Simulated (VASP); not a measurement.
# Ta (Im-3m) in VASP: further runs

The runs below take Ta through single point, with PBE.

All numbers are computed with VASP 6.6.1; they aren't measurements. Logs are shortened: lines on timing, memory, paths and dates and some standing lists are left out, and cuts for length are marked.

## 1. The cell of the first run

It takes space group Im-3m (No. 229, cubic). The conventional cell has a = 3.321 Å, b = 3.321 Å, c = 3.321 Å, α = 90.00°, β = 90.00°, γ = 90.00°. Within 3.8 Å of Ta (site symmetry m-3m) lie 14 Ta at 2.88 to 3.32 Å.

## 2. Single point, PBE

File INCAR:

```
SYSTEM = Ta
PREC = Accurate ; ENCUT = 520
EDIFF = 1E-7 ; ISMEAR = -1
SIGMA = 0.1 ; LREAL = .FALSE.
LASPH = .TRUE. ; NELM = 60
ALGO = Normal ; ISIF = 2
LWAVE = .FALSE. ; LCHARG = .FALSE.
GGA = PE ; NBANDS = 12
```

File KPOINTS:

```
regular mesh
0
G
  5 5 5
  0 0 0
```

File POSCAR:

```
Ta
1.0
   -1.6607181506      1.6607181506      1.6607181506
    1.6607181506     -1.6607181506      1.6607181506
    1.6607181506      1.6607181506     -1.6607181506
Ta
1
Direct
    0.0000000000      0.0000000000      0.0000000000
```

Potentials or basis: VASP PAW PBE potentials, release 64 (Ta_pv).

Command:

```console
$ cat potpaw_PBE.64/Ta_pv/POTCAR > POTCAR
$ mpirun -np 1 vasp_std > vasp.out
```

OUTCAR:

```text
SYSTEM = Ta
   PREC = Accurate
   ENCUT = 520
   EDIFF = 1E-7
   ISMEAR = -1
   LREAL = .FALSE.
   LASPH = .TRUE.
   NELM = 60
   ISIF = 2
   GGA = PE

 ion  position               nearest neighbor table
   1  0.000  0.000  0.000-

  LATTYP: Found a body centered cubic cell.
 ALAT       =     3.3214363012

  Lattice vectors:

 A1 = (  -1.6607181506,   1.6607181506,   1.6607181506)
 A2 = (   1.6607181506,  -1.6607181506,   1.6607181506)
 A3 = (   1.6607181506,   1.6607181506,  -1.6607181506)

Analysis of symmetry for initial positions (statically):
=====================================================================
 Subroutine PRICEL returns:
 Original cell was already a primitive cell.

 Routine SETGRP: Setting up the symmetry group for a
 body centered cubic supercell.

 Subroutine GETGRP returns: Found 48 space group operations
 (whereof 48 operations were pure point group operations)
 out of a pool of 48 trial point group operations.

The static configuration has the point symmetry O_h .

Analysis of symmetry for dynamics (positions and initial velocities):
=====================================================================
 Subroutine PRICEL returns:
 Original cell was already a primitive cell.

 Routine SETGRP: Setting up the symmetry group for a
 body centered cubic supercell.

 Subroutine GETGRP returns: Found 48 space group operations
 (whereof 48 operations were pure point group operations)
 out of a pool of 48 trial point group operations.

The dynamic configuration has the point symmetry O_h .

 Subroutine INISYM returns: Found 48 space group operations
 (whereof 48 operations are pure point group operations),
 and found     1 'primitive' translations

----------------------------------------------------------------------------------------

                                     Primitive cell

  volume of cell :      18.3209

  direct lattice vectors                    reciprocal lattice vectors
    -1.660718151  1.660718151  1.660718151     0.000000000  0.301074568  0.301074568
     1.660718151 -1.660718151  1.660718151     0.301074568  0.000000000  0.301074568
     1.660718151  1.660718151 -1.660718151     0.301074568  0.301074568  0.000000000

  length of vectors
     2.876448214  2.876448214  2.876448214     0.425783738  0.425783738  0.425783738

  position of ions in fractional coordinates (direct lattice)
     0.000000000  0.000000000  0.000000000

  ion indices of the primitive-cell ions
   primitive index   ion index
                 1           1

----------------------------------------------------------------------------------------

 KPOINTS: regular mesh

Automatic generation of k-mesh.
 Grid dimensions read from file:
 generate k-points for:    5    5    5

 Generating k-lattice:

  Cartesian coordinates                     Fractional coordinates (reciprocal lattice)
     0.000000000  0.060214914  0.060214914     0.200000000  0.000000000  0.000000000
     0.060214914  0.000000000  0.060214914     0.000000000  0.200000000  0.000000000
     0.060214914  0.060214914  0.000000000     0.000000000  0.000000000  0.200000000

  Length of vectors
     0.085156748  0.085156748  0.085156748

  Shift w.r.t. Gamma in fractional coordinates (k-lattice)
     0.000000000  0.000000000  0.000000000

 Subroutine IBZKPT returns following result:
 ===========================================

 Found     10 irreducible k-points:

 Following reciprocal coordinates:
            Coordinates               Weight
  0.000000  0.000000  0.000000      1.000000
  0.200000  0.000000  0.000000     12.000000
  0.400000  0.000000  0.000000     12.000000
  0.200000  0.200000  0.000000     24.000000
  0.400000  0.200000  0.000000     24.000000
  0.200000  0.200000  0.200000      8.000000
 -0.200000  0.200000  0.200000      6.000000
 -0.400000  0.400000  0.200000     24.000000
 -0.400000 -0.400000  0.200000      8.000000
 -0.400000  0.400000  0.400000      6.000000
   k-points           NKPTS =     10   k-points in BZ     NKDIM =     10   number of bands    NBANDS=     12
   number of dos      NEDOS =    301   number of ions     NIONS =      1
   total plane-waves  NPLWV =  13824
   dimension x,y,z NGX =    24 NGY =   24 NGZ =   24
   dimension x,y,z NGXF=    48 NGYF=   48 NGZF=   48
   ions per type =               1
   NGX,Y,Z   is equivalent  to a cutoff of  13.87, 13.87, 13.87 a.u.
   NGXF,Y,Z  is equivalent  to a cutoff of  27.74, 27.74, 27.74 a.u.
 SYSTEM =  Ta
   PREC   = accura    normal or accurate (medium, high low for compatibility)
   ISTART =      0    job   : 0-new  1-cont  2-samecut
   ICHARG =      2    charge: 1-file 2-atom 10-const
   ISPIN  =      1    spin polarized calculation?
   LNONCOLLINEAR =      F non collinear calculations
   LSORBIT =      F    spin-orbit coupling
   LASPH  =      T    aspherical Exc in radial PAW
   ENCUT  =  520.0 eV  38.22 Ry    6.18 a.u.   5.35  5.35  5.35*2*pi/ulx,y,z
   NELM   =     60;   NELMIN=  2; NELMDL= -5     # of ELM steps
   EDIFF  = 0.1E-06   stopping-criterion for ELM
   LREAL  =      F    real-space projection
   EDIFFG = 0.1E-05   stopping-criterion for IOM
   NSW    =      0    number of steps for IOM
   IBRION =     -1    ionic relax: 0-MD 1-quasi-New 2-CG
   NFREE  =      0    steps in history (QN), initial steepest desc. (CG)
   ISIF   =      2    stress and relaxation
   ISYM   =      2    0-nonsym 1-usesym 2-fastsym
   POTIM  = 0.5000    time-step for ionic-motion
   TEBEG  =    0.0;   TEEND  =   0.0 temperature during run
   PSTRESS=    0.0 pullay stress
   NELECT =      11.0000    total number of electrons
   NUPDOWN=      -1.0000    fix difference up-down
   EMIN   =  10.00;   EMAX   =-10.00  energy-range for DOS
   EFERMI =   0.00;   METHOD = LEGACY
   ISMEAR =    -1;   SIGMA  =   0.10  broadening in eV -4-tet -1-fermi 0-gaus
   EFERMI_NEDOS =   21; number of points for ismear=-14 and -15
   IALGO  =     38    algorithm
   IMIX   =      4    mixing-type and parameters
     AMIX     =   0.40;   BMIX     =  1.00
     AMIX_MAG =   1.60;   BMIX_MAG =  1.00
  volume/ion in A,a.u.               =      18.32       123.64
  Fermi-wavevector in a.u.,A,eV,Ry     =   1.381094  2.609889 25.952020  1.907420
  Thomas-Fermi vector in A             =   2.505910
   LORBIT       =      0    0 simple, 1 ext, 2 COOP (PROOUT), +10 PAW based schemes
   GGA     = PE    functional components
   LHFCALC =     F    Hartree Fock is set to
   AEXX    =    0.0000 exact exchange contribution
   IVDW    =     0    specifies the selected vdW correction
   LEPSILON=     F    determine dielectric tensor
   LRPA    =     F    only Hartree local field effects (RPA)
 non-spin polarized calculation
  energy-cutoff  :      520.00
  volume of cell :       18.32
 maximum number of plane-waves:       531
 NGX is ok and might be reduce to    24
   NGX = 11   NGY = 11   NGZ = 11

 number of electron      11.0000000 magnetization

 Free energy of the ion-electron system (eV)
  ---------------------------------------------------
  ext. energy  EPLUGINS =         0.00000000
  ---------------------------------------------------
  free energy    TOTEN  =       -11.77349742 eV

  energy without entropy =      -11.71431844  energy(sigma->0) =      -11.74390793

 E-fermi :   5.5114     XC(G=0): -12.5311

 val. band max:        5.3718222926   @ k =   0.4000   0.2000   0.0000
 cond. band min:       5.5307099408   @ k =   0.2000   0.0000   0.0000
 fundamental gap:      0.1588876483
 Fermi energy:         5.5113590349

 k-point     1 :       0.0000    0.0000    0.0000
  band No.  band energies     occupation
      1     -27.7824      2.00000
      2     -27.7824      2.00000
      3     -27.7824      2.00000
      4      -2.5012      2.00000
      5       6.0875      0.00627
      6       6.0875      0.00627
      7       6.0875      0.00627
      8       9.2999      0.00000
      9       9.2999      0.00000
     10      19.9928      0.00000
     11      20.2792      0.00000
     12      20.2792      0.00000

 k-point     2 :       0.2000    0.0000    0.0000
  band No.  band energies     occupation
      1     -28.1871      2.00000
      2     -27.9096      2.00000
      3     -27.7845      2.00000
      4      -0.9283      2.00000
      5       5.1785      1.93082
      6       5.5307      0.90355
      7       7.7495      0.00000
      8       8.6179      0.00000
      9       9.3835      0.00000
     10      19.9910      0.00000
     11      20.9167      0.00000
     12      22.5888      0.00000

 k-point     3 :       0.4000    0.0000    0.0000
  band No.  band energies     occupation
      1     -28.7937      2.00000
      2     -28.1092      2.00000
      3     -27.7882      2.00000
      4       0.9855      2.00000
      5       4.0298      2.00000
      6       5.9947      0.01579
      7       9.2358      0.00000
      8       9.9837      0.00000
      9      11.8003      0.00000
     10      17.8957      0.00000
     11      17.9215      0.00000
     12      20.0027      0.00000

 k-point     4 :       0.2000    0.2000    0.0000
  band No.  band energies     occupation
      1     -28.5922      2.00000
      2     -28.0880      2.00000
      3     -27.8714      2.00000
      4       1.3108      2.00000
      5       4.2631      1.99999
      6       4.7159      1.99930
      7       8.4842      0.00000
      8      10.0883      0.00000
      9      11.1053      0.00000
     10      18.7971      0.00000
     11      20.0011      0.00000
     12      21.5294      0.00000

 k-point     5 :       0.4000    0.2000    0.0000
  band No.  band energies     occupation
      1     -28.7589      2.00000
      2     -28.3003      2.00000
      3     -27.8959      2.00000
      4       2.1795      2.00000
      5       4.0006      2.00000
      6       5.3718      1.60290
      7       9.0393      0.00000
      8      10.3936      0.00000
      9      14.6796      0.00000
     10      15.0968      0.00000
     11      18.7941      0.00000
     12      19.9980      0.00000

 k-point     6 :       0.2000    0.2000    0.2000
  band No.  band energies     occupation
      1     -28.6192      2.00000
      2     -28.1587      2.00000
      3     -28.1587      2.00000
      4       3.8038      2.00000
      5       3.8598      2.00000
      6       3.8598      2.00000
      7      10.1562      0.00000
      8      10.1562      0.00000
      9      14.0716      0.00000
     10      15.6550      0.00000
     11      19.0950      0.00000
     12      19.0950      0.00000

 k-point     7 :      -0.2000    0.2000    0.2000
  band No.  band energies     occupation
      1     -28.2449      2.00000
      2     -28.0440      2.00000
      3     -28.0440      2.00000
      4       0.4849      2.00000
      5       5.6024      0.57381
      6       6.1898      0.00226
      7       6.1898      0.00226
      8       7.6817      0.00000
      9      10.4393      0.00000
     10      19.9756      0.00000
     11      20.3989      0.00000
     12      24.1142      0.00000

 k-point     8 :      -0.4000    0.4000    0.2000
  band No.  band energies     occupation
      1     -28.6957      2.00000
      2     -28.2547      2.00000
      3     -28.0713      2.00000
      4       2.2700      2.00000
      5       4.0090      2.00000
      6       5.6871      0.29412
      7       7.3124      0.00000
      8      11.1381      0.00000
      9      11.3738      0.00000
     10      18.0853      0.00000
     11      19.9998      0.00000
     12      21.6008      0.00000

 k-point     9 :      -0.4000   -0.4000    0.2000
  band No.  band energies     occupation
      1     -28.5894      2.00000
      2     -28.5894      2.00000
      3     -28.1287      2.00000
      4       3.1147      2.00000
      5       3.1147      2.00000
      6       5.0755      1.97473
      7       9.9807      0.00000
      8       9.9807      0.00000
      9      14.9765      0.00000
     10      16.7186      0.00000
     11      16.7186      0.00000
     12      19.9954      0.00000

 k-point    10 :      -0.4000    0.4000    0.4000
  band No.  band energies     occupation
      1     -28.5550      2.00000
      2     -28.4820      2.00000
      3     -28.4820      2.00000
      4       2.1164      2.00000
      5       2.2194      2.00000
      6       9.4698      0.00000
      7       9.4698      0.00000
      8      11.2172      0.00000
      9      11.7205      0.00000
     10      17.3902      0.00000
     11      17.3902      0.00000
     12      19.9825      0.00000

------------------------ aborting loop because EDIFF is reached ----------------------------------------

  FORCE on cell =-STRESS in cart. coord.  units (eV):
  Direction    XX          YY          ZZ          XY          YZ          ZX
  --------------------------------------------------------------------------------------
  -------------------------------------------------------------------------------------
  Total        0.1791202      0.1791202      0.1791202      0.0000000      0.0000000     -0.0000000
  in kB       15.6641726     15.6641726     15.6641726      0.0000000      0.0000000     -0.0000000
  external PRESSURE =      15.6641726 kB  Pullay stress =       0.0000000 kB

 VOLUME and BASIS-vectors are now :
 -----------------------------------------------------------------------------
  energy-cutoff  :      520.00
  volume of cell :       18.32
      direct lattice vectors                 reciprocal lattice vectors
    -1.660718151  1.660718151  1.660718151     0.000000000  0.301074568  0.301074568
     1.660718151 -1.660718151  1.660718151     0.301074568  0.000000000  0.301074568
     1.660718151  1.660718151 -1.660718151     0.301074568  0.301074568  0.000000000

 POSITION                                       TOTAL-FORCE (eV/Angst)
 -----------------------------------------------------------------------------------
      0.00000      0.00000      0.00000         0.000000     -0.000000     -0.000000
 -----------------------------------------------------------------------------------
    total drift:                                0.000000      0.000000      0.000000

  FREE ENERGIE OF THE ION-ELECTRON SYSTEM (eV)
  ---------------------------------------------------
  free  energy   TOTEN  =       -11.7734974176 eV

  energy  without entropy=      -11.7143184434  energy(sigma->0) =      -11.74390793
```

It took 9.3 s on 1 thread of AMD EPYC 7R13, shared host; peak memory 0.11 GiB.

Results:

```
Free energy : -11.7735 eV
Pressure    : 1.6 GPa
```

Levels at points of the mesh, in eV from the Fermi level:
```tsv
k point	band 2	band 3	band 4	band 5	band 6	band 7	band 8	band 9
(0.00, 0.00, 0.00)	-33.29	-33.29	-8.01	0.58	0.58	0.58	3.79	3.79
```

Caveat: the k points lie up to 0.54 Å⁻¹ apart; spin-orbit coupling is left out, which moves the levels of the heavy elements.

## 3. Single point, PBE

File INCAR:

```
  PREC = Accurate
  ENCUT = 520
  EDIFF = 1E-6
  ISMEAR = -1
  SIGMA = 0.1
  LREAL = F
  LASPH = T
  NELM = 80
  ALGO = Normal
  ISIF = 2
  LWAVE = F
  LCHARG = F
  GGA = PE
  NBANDS = 12
```

File KPOINTS:

```
Automatic mesh
0
Gamma
  6 6 6
```

POSCAR is that of step 2.

Potentials or basis: VASP PAW PBE potentials, release 64 (Ta_pv).

Command:

```console
$ cat potpaw_PBE.64/Ta_pv/POTCAR > POTCAR
$ mpirun -np 1 vasp_std > vasp.out
```

Run time: 10 s. Hardware: 1 thread of AMD EPYC 7R13, shared host; peak memory 0.11 GiB.

The run converged. Its results:

```
Free energy : -11.7782 eV
Pressure    : 1.6 GPa
```

Levels at points of the mesh, in eV from the Fermi level:
```csv
k point,band 2,band 3,band 4,band 5,band 6,band 7,band 8,band 9
"(0.00, 0.00, 0.00)",-33.12,-33.12,-7.81,0.76,0.76,0.76,3.97,3.97
"(0.50, 0.00, 0.00)",-33.48,-33.13,-4.27,-1.46,1.55,3.84,4.85,7.65
"(0.50, 0.50, 0.50)",-33.90,-33.90,-3.67,-3.67,6.72,6.72,6.72,8.54
```

Caveat: the k points lie up to 0.45 Å⁻¹ apart; spin-orbit coupling is left out, which moves the levels of the heavy elements.

## 4. Single point, PBE

File INCAR:

```
PREC = Accurate ; ENCUT = 520
EDIFF = 1E-6 ; ISMEAR = -1
SIGMA = 0.1 ; LREAL = F
LASPH = T ; NELM = 100
ALGO = Normal ; ISIF = 2
LWAVE = F ; LCHARG = T
GGA = PE ; LELF = T
LVHAR = T ; NBANDS = 12
```

File KPOINTS:

```
Automatic mesh
0
Gamma
  8 8 8
```

POSCAR is that of step 3.

Command:

```console
$ cat potpaw_PBE.64/Ta_pv/POTCAR > POTCAR
$ mpirun -np 1 vasp_std > vasp.out
```

Wall time 16 s (1 thread of AMD EPYC 7R13, shared host); peak memory 0.11 GiB.

Results (log left out):

- Free energy: -11.8501 eV
- Pressure: -1.7 GPa

Levels at points of the mesh, in eV from the Fermi level:
```csv
k point,band 1,band 2,band 3,band 4,band 5,band 6,band 7,band 8,band 9,band 10
"(0.00, 0.00, 0.00)",-33.15,-33.15,-33.15,-7.89,0.71,0.71,0.71,3.92,3.92,14.64
"(0.50, 0.00, 0.00)",-34.26,-33.51,-33.16,-4.34,-1.52,1.47,3.79,4.80,7.61,11.43
"(0.50, 0.50, 0.50)",-33.93,-33.93,-33.93,-3.74,-3.74,6.67,6.67,6.67,8.46,8.46
```

Caveat: spin-orbit coupling is left out, which moves the levels of the heavy elements.

## 5. Single point, PBE

File INCAR:

```
SYSTEM = Ta
ALGO     = Normal         ! electronic algorithm
EDIFF    = 1E-7           ! SCF threshold, eV
ENCUT    = 520            ! plane-wave cutoff, eV
GGA      = PE             ! functional
ISIF     = 2              ! what is computed and relaxed
ISMEAR   = -1             ! smearing method
LASPH    = .TRUE.         ! aspherical terms in the spheres
LCHARG   = .FALSE.        ! write CHGCAR
LREAL    = .FALSE.        ! projectors in reciprocal space
LWAVE    = .FALSE.        ! write WAVECAR
NBANDS   = 12             ! bands
NELM     = 60             ! most SCF steps
PREC     = Accurate       ! precision mode
SIGMA    = 0.1            ! smearing width, eV
```

File KPOINTS:

```
k-points
0
G
  11 11 11
  0 0 0
```

POSCAR is that of step 4.

Command:

```console
$ cat potpaw_PBE.64/Ta_pv/POTCAR > POTCAR
$ mpirun -np 1 vasp_std > vasp.out
```

Run time: 28 s. Hardware: 1 thread of AMD EPYC 7R13, shared host; peak memory 0.11 GiB.

Results (log left out):

* Free energy: -11.8357 eV
* Pressure: -0.3 GPa

Levels at points of the mesh, in eV from the Fermi level:
```csv
k point,band 3,band 4,band 5,band 6,band 7,band 8
"(0.00, 0.00, 0.00)",-33.15,-7.86,0.72,0.72,0.72,3.93
```

Caveat: spin-orbit coupling is left out, which moves the levels of the heavy elements.

## 6. The runs side by side

```csv
k mesh,gap on the mesh (eV),pressure (GPa)
5 × 5 × 5,none,1.6
6 × 6 × 6,none,1.6
8 × 8 × 8,none,-1.7
11 × 11 × 11,none,-0.3
```

Alike in all rows: task single point; level PBE; potentials or basis VASP PAW PBE potentials, release 64 (Ta_pv); no spin polarisation; cell as given; cutoff (eV) 520; smearing fermi-dirac 0.1 eV.

Caveats: some runs use coarse meshes; spin-orbit coupling is left out, which moves the levels of the heavy elements.

Absolute energies hang on the potentials; compare differences alone.
